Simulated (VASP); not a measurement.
# CdF2 (Fm-3m) in VASP: notebook

CdF2 is run at these levels: PBE; tasks: relaxation of cell and atoms.

Program: VASP 6.6.1. These are calculated values, not measurements. Logs are shortened: lines on timing, memory, paths and dates and some standing lists are left out, and cuts for length are marked.

## (1) The cell of the first run

Symmetry: Fm-3m, No. 225, cubic system. Conventional cell: a = 5.388 Å, b = 5.388 Å, c = 5.388 Å, α = 90.00°, β = 90.00°, γ = 90.00°. Cd (site symmetry m-3m) has 8 F at 2.33 Å within 3.1 Å. F (site symmetry -43m) has 4 Cd at 2.33 Å and 6 F at 2.69 Å within 3.1 Å.

## (2) Relaxation of cell and atoms, PBE, target pressure 2 GPa, at which the enthalpy is minimised

INCAR reads:

```
ALGO = Normal
EDIFF = 1E-7
EDIFFG = -0.01
ENCUT = 600
GGA = PE
IBRION = 2
ISIF = 3
ISMEAR = -1
LASPH = True
LCHARG = False
LREAL = False
LWAVE = False
NELM = 60
NSW = 60
PREC = Accurate
PSTRESS = 20.0
SIGMA = 0.05
```

KPOINTS reads:

```
k-points
0
Gamma
  9 9 9
```

POSCAR reads:

```
CdF2
1.0
    0.0000000000      2.6940000000      2.6940000000
    2.6940000000      0.0000000000      2.6940000000
    2.6940000000      2.6940000000      0.0000000000
Cd F
1 2
Direct
    0.0000000000      0.0000000000      0.0000000000
    0.7500000000      0.7500000000      0.7500000000
    0.2500000000      0.2500000000      0.2500000000
```

Potentials or basis: VASP PAW PBE potentials, release 64 (Cd, F).

Run with:

```console
$ cat potpaw_PBE.64/Cd/POTCAR potpaw_PBE.64/F/POTCAR > POTCAR
$ mpirun -np 1 vasp_std > vasp.out
```

OUTCAR:

```text
EDIFF = 1E-7
   EDIFFG = -0.01
   ENCUT = 600
   GGA = PE
   IBRION = 2
   ISIF = 3
   ISMEAR = -1
   LASPH = True
   LREAL = False
   NELM = 60
   NSW = 60
   PREC = Accurate
   PSTRESS = 20.0

 ion  position               nearest neighbor table
   1  0.000  0.000  0.000-   2 2.33   2 2.33   2 2.33   2 2.33   3 2.33   3 2.33   3 2.33   3 2.33

   2  0.750  0.750  0.750-   1 2.33   1 2.33   1 2.33   1 2.33
   3  0.250  0.250  0.250-   1 2.33   1 2.33   1 2.33   1 2.33

  LATTYP: Found a face centered cubic cell.
 ALAT       =     5.3880000000

  Lattice vectors:

 A1 = (   0.0000000000,   2.6940000000,   2.6940000000)
 A2 = (   2.6940000000,   0.0000000000,   2.6940000000)
 A3 = (   2.6940000000,   2.6940000000,   0.0000000000)

Analysis of symmetry for initial positions (statically):
=====================================================================
 Subroutine PRICEL returns:
 Original cell was already a primitive cell.

 Routine SETGRP: Setting up the symmetry group for a
 face centered cubic supercell.

 Subroutine GETGRP returns: Found 48 space group operations
[... 9 lines left out ...]

 Routine SETGRP: Setting up the symmetry group for a
 face centered cubic supercell.

 Subroutine GETGRP returns: Found 48 space group operations
[... 11 lines left out ...]
                                     Primitive cell

  volume of cell :      39.1041

  direct lattice vectors                    reciprocal lattice vectors
     0.000000000  2.694000000  2.694000000    -0.185597624  0.185597624  0.185597624
     2.694000000  0.000000000  2.694000000     0.185597624 -0.185597624  0.185597624
     2.694000000  2.694000000  0.000000000     0.185597624  0.185597624 -0.185597624

  length of vectors
     3.809891337  3.809891337  3.809891337     0.321464515  0.321464515  0.321464515

  position of ions in fractional coordinates (direct lattice)
     0.000000000  0.000000000  0.000000000
     0.750000000  0.750000000  0.750000000
     0.250000000  0.250000000  0.250000000

  ion indices of the primitive-cell ions
   primitive index   ion index
                 1           1
                 2           2
                 3           3

----------------------------------------------------------------------------------------

 KPOINTS: k-points

Automatic generation of k-mesh.
 Grid dimensions read from file:
 generate k-points for:    9    9    9

 Generating k-lattice:

  Cartesian coordinates                     Fractional coordinates (reciprocal lattice)
    -0.020621958  0.020621958  0.020621958     0.111111111  0.000000000  0.000000000
     0.020621958 -0.020621958  0.020621958     0.000000000  0.111111111  0.000000000
     0.020621958  0.020621958 -0.020621958     0.000000000  0.000000000  0.111111111

  Length of vectors
     0.035718279  0.035718279  0.035718279

  Shift w.r.t. Gamma in fractional coordinates (k-lattice)
     0.000000000  0.000000000  0.000000000

 Subroutine IBZKPT returns following result:
 ===========================================

 Found     35 irreducible k-points:

 Following reciprocal coordinates:
            Coordinates               Weight
  0.000000  0.000000  0.000000      1.000000
  0.111111  0.000000  0.000000      8.000000
  0.222222  0.000000  0.000000      8.000000
  0.333333  0.000000  0.000000      8.000000
  0.444444  0.000000  0.000000      8.000000
  0.111111  0.111111  0.000000      6.000000
[... 16 lines left out ...]
 -0.333333  0.333333  0.000000     12.000000
  0.444444  0.444444  0.000000      6.000000
 [... further k-points ...]
   k-points           NKPTS =     35   k-points in BZ     NKDIM =     35   number of bands    NBANDS=     17
   number of dos      NEDOS =    301   number of ions     NIONS =      3
   total plane-waves  NPLWV =  27000
   dimension x,y,z NGX =    30 NGY =   30 NGZ =   30
   dimension x,y,z NGXF=    60 NGYF=   60 NGZF=   60
   ions per type =               1   2
   NGX,Y,Z   is equivalent  to a cutoff of  13.09, 13.09, 13.09 a.u.
   NGXF,Y,Z  is equivalent  to a cutoff of  26.18, 26.18, 26.18 a.u.
 SYSTEM =  unknown system
   PREC   = accura    normal or accurate (medium, high low for compatibility)
   ISTART =      0    job   : 0-new  1-cont  2-samecut
   ICHARG =      2    charge: 1-file 2-atom 10-const
   ISPIN  =      1    spin polarized calculation?
   LNONCOLLINEAR =      F non collinear calculations
   LSORBIT =      F    spin-orbit coupling
   LASPH  =      T    aspherical Exc in radial PAW
   ENCUT  =  600.0 eV  44.10 Ry    6.64 a.u.   7.61  7.61  7.61*2*pi/ulx,y,z
   NELM   =     60;   NELMIN=  2; NELMDL= -5     # of ELM steps
   EDIFF  = 0.1E-06   stopping-criterion for ELM
   LREAL  =      F    real-space projection
   EDIFFG = -.1E-01   stopping-criterion for IOM
   NSW    =     60    number of steps for IOM
   IBRION =      2    ionic relax: 0-MD 1-quasi-New 2-CG
   NFREE  =      1    steps in history (QN), initial steepest desc. (CG)
   ISIF   =      3    stress and relaxation
   ISYM   =      2    0-nonsym 1-usesym 2-fastsym
   POTIM  = 0.5000    time-step for ionic-motion
   TEBEG  =    0.0;   TEEND  =   0.0 temperature during run
   PSTRESS=   20.0 pullay stress
   NELECT =      26.0000    total number of electrons
   NUPDOWN=      -1.0000    fix difference up-down
   EMIN   =  10.00;   EMAX   =-10.00  energy-range for DOS
   EFERMI =   0.00;   METHOD = LEGACY
   ISMEAR =    -1;   SIGMA  =   0.05  broadening in eV -4-tet -1-fermi 0-gaus
   EFERMI_NEDOS =   21; number of points for ismear=-14 and -15
   IALGO  =     38    algorithm
   IMIX   =      4    mixing-type and parameters
     AMIX     =   0.40;   BMIX     =  1.00
     AMIX_MAG =   1.60;   BMIX_MAG =  1.00
  volume/ion in A,a.u.               =      13.03        87.96
  Fermi-wavevector in a.u.,A,eV,Ry     =   1.428867  2.700166 27.778468  2.041660
  Thomas-Fermi vector in A             =   2.548882
   LORBIT       =      0    0 simple, 1 ext, 2 COOP (PROOUT), +10 PAW based schemes
   GGA     = PE    functional components
   LHFCALC =     F    Hartree Fock is set to
   AEXX    =    0.0000 exact exchange contribution
   IVDW    =     0    specifies the selected vdW correction
   LEPSILON=     F    determine dielectric tensor
   LRPA    =     F    only Hartree local field effects (RPA)
 conjugate gradient relaxation of ions
 non-spin polarized calculation
  energy-cutoff  :      600.00
  volume of cell :       39.10
 maximum number of plane-waves:      1324
   NGX = 15   NGY = 15   NGZ = 15

--------------------------------------- Ionic step        1  -------------------------------------------

 number of electron      25.9999977 magnetization

 Free energy of the ion-electron system (eV)
  ---------------------------------------------------
  ext. energy  EPLUGINS =         0.00000000
  ---------------------------------------------------
  free energy    TOTEN  =       -10.86303748 eV

  energy without entropy =      -10.86303748  energy(sigma->0) =      -10.86303748

------------------------ aborting loop because EDIFF is reached ----------------------------------------

  FORCE on cell =-STRESS in cart. coord.  units (eV):
  Direction    XX          YY          ZZ          XY          YZ          ZX
  --------------------------------------------------------------------------------------
  -------------------------------------------------------------------------------------
  Total        1.4669625      1.4669625      1.4669625      0.0000000     -0.0000000      0.0000000
  in kB       60.1044779     60.1044779     60.1044779      0.0000000     -0.0000000      0.0000000
  external PRESSURE =      40.1044779 kB  Pullay stress =      20.0000000 kB

 VOLUME and BASIS-vectors are now :
 -----------------------------------------------------------------------------
  energy-cutoff  :      600.00
  volume of cell :       39.10
      direct lattice vectors                 reciprocal lattice vectors
     0.000000000  2.694000000  2.694000000    -0.185597624  0.185597624  0.185597624
     2.694000000  0.000000000  2.694000000     0.185597624 -0.185597624  0.185597624
     2.694000000  2.694000000  0.000000000     0.185597624  0.185597624 -0.185597624

 POSITION                                       TOTAL-FORCE (eV/Angst)
 -----------------------------------------------------------------------------------
      0.00000      0.00000      0.00000         0.000000     -0.000000     -0.000000
      4.04100      4.04100      4.04100        -0.000000      0.000000      0.000000
      1.34700      1.34700      1.34700         0.000000     -0.000000     -0.000000
 -----------------------------------------------------------------------------------
    total drift:                                0.000000     -0.000000      0.000000

  FREE ENERGIE OF THE ION-ELECTRON SYSTEM (eV)
  ---------------------------------------------------
  free  energy   TOTEN  =       -10.8630374793 eV
[... 28 lines left out ...]
 POSITION                                       TOTAL-FORCE (eV/Angst)
 -----------------------------------------------------------------------------------
      0.00000      2.73640      2.73640        -0.000000     -0.000000      0.000000
      4.10461      4.10461      4.10461        -0.000000     -0.000000     -0.000000
      1.36820      1.36820      1.36820         0.000000      0.000000      0.000000
 -----------------------------------------------------------------------------------
    total drift:                                0.000000      0.000000      0.000000

  FREE ENERGIE OF THE ION-ELECTRON SYSTEM (eV)
  ---------------------------------------------------
  free  energy   TOTEN  =       -10.9020857011 eV

  energy  without entropy=      -10.9020857011  energy(sigma->0) =      -10.90208570

  enthalpy is  TOTEN    =       -10.3905330657 eV   P V=        0.5115526354

--------------------------------------- Ionic step        3  -------------------------------------------

 number of electron      25.9999988 magnetization

 Free energy of the ion-electron system (eV)
  ---------------------------------------------------
  ext. energy  EPLUGINS =         0.00000000
  ---------------------------------------------------
  free energy    TOTEN  =       -10.89800495 eV

  energy without entropy =      -10.89800495  energy(sigma->0) =      -10.89800495

 E-fermi :  -0.4133     XC(G=0): -10.2189

 val. band max:       -1.6037868301   @ k =  -0.3333   0.4444   0.2222
 cond. band min:       1.3673080975   @ k =   0.0000   0.0000   0.0000
 fundamental gap:      2.9710949277
 Fermi energy:        -0.4133079329

 k-point     1 :       0.0000    0.0000    0.0000
  band No.  band energies     occupation
      1     -22.1891      2.00000
      2     -21.1803      2.00000
      3      -7.0916      2.00000
      4      -7.0916      2.00000
      5      -7.0916      2.00000
      6      -6.0339      2.00000
[... 9 lines left out ...]
     16      10.9558      0.00000
     17      10.9558      0.00000

 k-point     2 :       0.1111    0.0000    0.0000
  band No.  band energies     occupation
      1     -22.1533      2.00000
      2     -21.2120      2.00000
      3      -7.0487      2.00000
      4      -7.0487      2.00000
      5      -6.9717      2.00000
      6      -6.0459      2.00000
[... 9 lines left out ...]
     16      11.1264      0.00000
     17      11.1264      0.00000
[... 421 lines left out ...]
 k-point    24 :       0.4444    0.4444    0.0000
  band No.  band energies     occupation
      1     -21.7777      2.00000
      2     -21.5081      2.00000
      3      -6.8174      2.00000
      4      -6.2906      2.00000
      5      -6.2906      2.00000
      6      -5.9333      2.00000
[... 9 lines left out ...]
     16      10.5674      0.00000
     17      12.3536      0.00000

 [... further k-points ...]
[... 5 lines left out ...]
  --------------------------------------------------------------------------------------
  -------------------------------------------------------------------------------------
  Total        0.5069567      0.5069567      0.5069567      0.0000000      0.0000000      0.0000000
  in kB       20.0422367     20.0422367     20.0422367      0.0000000      0.0000000      0.0000000
  external PRESSURE =       0.0422367 kB  Pullay stress =      20.0000000 kB

 VOLUME and BASIS-vectors are now :
 -----------------------------------------------------------------------------
  energy-cutoff  :      600.00
  volume of cell :       40.53
      direct lattice vectors                 reciprocal lattice vectors
     0.000000000  2.726267303  2.726267303    -0.183400945  0.183400945  0.183400945
     2.726267303 -0.000000000  2.726267303     0.183400945 -0.183400945  0.183400945
     2.726267303  2.726267303  0.000000000     0.183400945  0.183400945 -0.183400945

 POSITION                                       TOTAL-FORCE (eV/Angst)
 -----------------------------------------------------------------------------------
      0.00000      0.00000      0.00000         0.000000     -0.000000      0.000000
      4.08940      4.08940      4.08940        -0.000000     -0.000000     -0.000000
      1.36313      1.36313      1.36313         0.000000      0.000000      0.000000
 -----------------------------------------------------------------------------------
    total drift:                                0.000000     -0.000000      0.000000

  FREE ENERGIE OF THE ION-ELECTRON SYSTEM (eV)
  ---------------------------------------------------
  free  energy   TOTEN  =       -10.8980049499 eV

  energy  without entropy=      -10.8980049499  energy(sigma->0) =      -10.89800495

  enthalpy is  TOTEN    =       -10.3921165586 eV   P V=        0.5058883913

 reached required accuracy - stopping structural energy minimisation
```

It took 30 s on 1 thread of Intel Xeon 6975P-C (Granite Rapids), shared host; peak memory 0.19 GiB.

Results:

```yaml
Free_energy: -10.8980 eV
Relaxed_volume: 13.51 Å³/atom
Relaxed_cell: a = 3.856 Å, b = 3.856 Å, c = 3.856 Å, α = 60.00°, β = 60.00°, γ = 60.00°
Space_group_after_relaxing_to_0.05_Å: Fm-3m (No. 225)
Energy_change_on_relaxing_the_enthalpy_is_what_falls: -11.7 meV/atom
Ionic_steps: 3
Pressure_after_relaxing: 2.0 GPa
Band_gap_on_the_k_mesh: 2.97 eV, indirect (least direct gap 3.48 eV)
```

Step by step:
```
step  energy change (eV)  largest force (eV/Å)  pressure (GPa)  volume (Å³)
   1              0.0000                0.0000            6.01        39.10
   2             -0.0390                0.0000            0.89        40.98
   3             -0.0350                0.0000            2.00        40.53
```

Final structure:
```yaml
crystal:
  lattice:
    - [0.00000, 2.72627, 2.72627]
    - [2.72627, 0.00000, 2.72627]
    - [2.72627, 2.72627, 0.00000]
  atoms:
    - { symbol: Cd, position: [0.00000, 0.00000, 0.00000] }
    - { symbol: F, position: [0.75000, 0.75000, 0.75000] }
    - { symbol: F, position: [0.25000, 0.25000, 0.25000] }
```

Levels at points of the mesh, in eV from the valence-band top:
| k point | band 9 | band 10 | band 11 | band 12 | band 13 | band 14 | band 15 | band 16 | band 17 |
| --- | --- | --- | --- | --- | --- | --- | --- | --- | --- |
| (0.00, 0.00, 0.00) | -0.86 | -0.86 | -0.51 | -0.51 | -0.51 | 2.97 | 12.56 | 12.56 | 12.56 |

Caveat: the cell is relaxed towards a set pressure, so the enthalpy falls and the energy may rise. Expect the measured gap to be larger: semilocal functionals such as PBE lack the derivative discontinuity.

## (3) Relaxation of cell and atoms, PBE, target pressure 5 GPa, at which the enthalpy is minimised

INCAR reads:

```
PREC = Accurate ; ENCUT = 600
EDIFF = 1E-6 ; ISMEAR = -1
SIGMA = 0.05 ; LREAL = F
LASPH = T ; NELM = 80
ALGO = Normal ; ISIF = 3
LWAVE = F ; LCHARG = F
GGA = PE ; IBRION = 2
NSW = 60 ; EDIFFG = -0.01
PSTRESS = 50.0
```

KPOINTS reads:

```
regular mesh
0
Gamma
  9 9 9
```

POSCAR is that of step 2.

Potentials or basis: VASP PAW PBE potentials, release 64 (Cd, F).

Run with:

```console
$ cat potpaw_PBE.64/Cd/POTCAR potpaw_PBE.64/F/POTCAR > POTCAR
$ mpirun -np 1 vasp_std > vasp.out
```

It took 25 s on 1 thread of Intel Xeon 6975P-C (Granite Rapids), shared host; peak memory 0.18 GiB.

Results (log left out):

| Item | Value |
| --- | --- |
| Free energy | -10.8744 eV |
| Relaxed volume | 13.14 Å³/atom |
| Relaxed cell | a = 3.821 Å, b = 3.821 Å, c = 3.821 Å, α = 60.00°, β = 60.00°, γ = 60.00° |
| Space group after relaxing (to 0.05 Å) | Fm-3m (No. 225) |
| Energy change on relaxing (the enthalpy is what falls) | -3.8 meV/atom |
| Ionic steps | 3 |
| Pressure after relaxing | 5.0 GPa |
| Band gap on the k mesh | 3.07 eV, indirect (least direct gap 3.55 eV) |

The path:
| step | energy change (eV) | largest force (eV/Å) | pressure (GPa) | volume (Å³) |
| --- | --- | --- | --- | --- |
| 1 | 0.0000 | 0.0000 | 6.03 | 39.10 |
| 2 | -0.0157 | 0.0000 | 4.56 | 39.58 |
| 3 | -0.0113 | 0.0000 | 5.02 | 39.43 |

Final structure:
```cif
data_structure
_symmetry_space_group_name_H-M 'P 1'
_symmetry_Int_Tables_number 1
_cell_length_a 3.8206
_cell_length_b 3.8206
_cell_length_c 3.8206
_cell_angle_alpha 60.000
_cell_angle_beta 60.000
_cell_angle_gamma 60.000
_cell_volume 39.43
loop_
_atom_site_label
_atom_site_type_symbol
_atom_site_fract_x
_atom_site_fract_y
_atom_site_fract_z
_atom_site_occupancy
Cd1 Cd 0.00000 0.00000 0.00000 1
F1 F 0.75000 0.75000 0.75000 1
F2 F 0.25000 0.25000 0.25000 1
```

Levels at points of the mesh, in eV from the valence-band top:
| k point | band 11 | band 12 | band 13 | band 14 | band 15 | band 16 |
| --- | --- | --- | --- | --- | --- | --- |
| (0.00, 0.00, 0.00) | -0.48 | -0.48 | -0.48 | 3.07 | 12.69 | 12.69 |

Caveat: the cell is relaxed towards a set pressure, so the enthalpy falls and the energy may rise. PBE usually gives volumes a little too large and moduli too small.

## (4) Relaxation of cell and atoms, PBE, target pressure 10 GPa, at which the enthalpy is minimised

INCAR reads:

```
SYSTEM = CdF2
PREC = Accurate ; ENCUT = 600
EDIFF = 1E-7 ; ISMEAR = -1
SIGMA = 0.05 ; LREAL = .FALSE.
LASPH = .TRUE. ; NELM = 100
ALGO = Normal ; ISIF = 3
LWAVE = .FALSE. ; LCHARG = .FALSE.
GGA = PE ; IBRION = 2
NSW = 60 ; EDIFFG = -0.01
PSTRESS = 100.0
```

KPOINTS reads:

```
Automatic mesh
0
G
  9 9 9
  0 0 0
```

POSCAR is that of step 3.

Run with:

```console
$ cat potpaw_PBE.64/Cd/POTCAR potpaw_PBE.64/F/POTCAR > POTCAR
$ mpirun -np 1 vasp_std > vasp.out
```

Wall time 29 s (1 thread of Intel Xeon 6975P-C (Granite Rapids), shared host); peak memory 0.18 GiB.

It converged, with:

* Free energy: -10.8048 eV
* Relaxed volume: 12.64 Å³/atom
* Relaxed cell: a = 3.771 Å, b = 3.771 Å, c = 3.771 Å, α = 60.00°, β = 60.00°, γ = 60.00°
* Space group after relaxing (to 0.05 Å): Fm-3m (No. 225)
* Energy change on relaxing (the enthalpy is what falls): +19.4 meV/atom
* Ionic steps: 3
* Pressure after relaxing: 10.0 GPa
* Band gap on the k mesh: 3.21 eV, indirect (least direct gap 3.64 eV)

The path:
```
step  energy change (eV)  largest force (eV/Å)  pressure (GPa)  volume (Å³)
   1              0.0000                0.0000            6.01        39.10
   2              0.1026                0.0000           12.46        37.30
   3              0.0582                0.0000           10.00        37.93
```

Final structure:
```yaml
crystal:
  lattice:
    - [0.00000, 2.66676, 2.66676]
    - [2.66676, 0.00000, 2.66676]
    - [2.66676, 2.66676, 0.00000]
  atoms:
    - { symbol: Cd, position: [0.00000, 0.00000, 0.00000] }
    - { symbol: F, position: [0.75000, 0.75000, 0.75000] }
    - { symbol: F, position: [0.25000, 0.25000, 0.25000] }
```

Levels at points of the mesh, in eV from the valence-band top:
```tsv
k point	band 9	band 10	band 11	band 12	band 13	band 14	band 15	band 16	band 17
(0.00, 0.00, 0.00)	-1.02	-1.02	-0.43	-0.43	-0.43	3.21	12.88	12.88	12.88
```

Caveat: the cell is relaxed towards a set pressure, so the enthalpy falls and the energy may rise.

(Continued in part 2 of 2.)
